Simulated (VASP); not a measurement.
Wanted: the native input for a VASP 6.6.1 run.

| Quantity | Value |
| --- | --- |
| Task | single point |
| Functional | PBE |
| Potentials or basis | VASP PAW PBE potentials, release 64 (Se) |
| Cutoff | 520 eV |
| k mesh | 10 × 6 × 16 |
| Occupations | gaussian, width 0.3 eV |
| Spin | no spin polarisation |
| Dipole correction | no |
| Further INCAR settings | ALGO = Normal; EDIFF = 1e-07; NBANDS = 20 |

The structure of Se lies in POSCAR:

```
Se
1.0
    4.8681583976      0.0000000000      0.0000000000
    0.0000000000      7.9093295400      0.0000000000
    0.0000000000      0.0000000000      2.7402019956
Se
4
Direct
    0.6740806000      0.4010458100      0.2638364000
    0.8259194000      0.9010458100      0.7361636000
    0.3259194000      0.5989541900      0.2638364000
    0.1740806000      0.0989541900      0.7361636000
```

One way to write it, as run:

INCAR

```
SYSTEM = Se
ALGO     = Normal         ! electronic algorithm
EDIFF    = 1E-7           ! SCF threshold, eV
ENCUT    = 520            ! plane-wave cutoff, eV
GGA      = PE             ! functional
ISIF     = 2              ! what is computed and relaxed
ISMEAR   = 0              ! smearing method
LASPH    = .True.         ! aspherical terms in the spheres
LCHARG   = .False.        ! write CHGCAR
LREAL    = .False.        ! projectors in reciprocal space
LWAVE    = .False.        ! write WAVECAR
NBANDS   = 20             ! bands
NELM     = 80             ! most SCF steps
PREC     = Accurate       ! precision mode
SIGMA    = 0.3            ! smearing width, eV
```

KPOINTS

```
k-points
0
Gamma
  10 6 16
  0 0 0
```

Potentials or basis: VASP PAW PBE potentials, release 64 (Se).

The run is started by

```bash
$ cat potpaw_PBE.64/Se/POTCAR > POTCAR
$ mpirun -np 1 vasp_std > vasp.out
```

It gave:

```
Pressure               : 1.8 GPa
Largest force          : 0.617 eV/Å
Band gap on the k mesh : zero (bands 12 and 13 overlap by 3.12 eV)
```

Caveat: so wide a smearing shifts energies and pressures.

Run time: 6.4 min on 1 thread of Oxide Virtual Turin-like Processor (shared host), peak memory 0.4 GiB.
